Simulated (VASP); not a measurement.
Write the native input for VASP 6.6.1 that does the following.

- Task: single point
- Functional: PBE
- Potentials or basis: VASP PAW PBE potentials, release 64 (Li_sv, H)
- Cutoff: 750 eV
- k mesh: 12 × 12 × 12
- Occupations: gaussian, width 0.02 eV
- Spin: no spin polarisation
- Dipole correction: no
- Further INCAR settings: ALGO = Normal; EDIFF = 1e-06; NBANDS = 9

The structure of LiH lies in POSCAR:

```
LiH
1.0
    2.5072220914      0.0000000000      0.0000000000
    0.0000000000      2.5072220914      0.0000000000
    0.0000000000      0.0000000000      2.5072220914
Li H
1 1
Direct
    0.5000000000      0.5000000000      0.5000000000
    0.0000000000      0.0000000000      0.0000000000
```

These files were run (other wordings do the same):

INCAR

```
SYSTEM = LiH
ALGO = Normal
EDIFF = 1E-6
ENCUT = 750
GGA = PE
GGA_COMPAT = .FALSE.
ISIF = 2
ISMEAR = 0
LASPH = .TRUE.
LCHARG = .FALSE.
LREAL = .FALSE.
LWAVE = .FALSE.
NBANDS = 9
NELM = 120
PREC = Accurate
SIGMA = 0.02
```

KPOINTS

```
k-points
0
G
  12 12 12
  0 0 0
```

Potentials or basis: VASP PAW PBE potentials, release 64 (Li_sv, H).

Command:

```console
$ cat potpaw_PBE.64/Li_sv/POTCAR potpaw_PBE.64/H/POTCAR > POTCAR
$ mpirun -np 1 vasp_std > vasp.out
```

It gave:

The pressure is -0.2 GPa. The band gap on the k mesh is 0.72 eV, indirect (least direct gap 4.21 eV).

Wall time 14 s on 1 thread of Intel Xeon 8259CL, with other jobs on the host, peak memory 0.14 GiB.
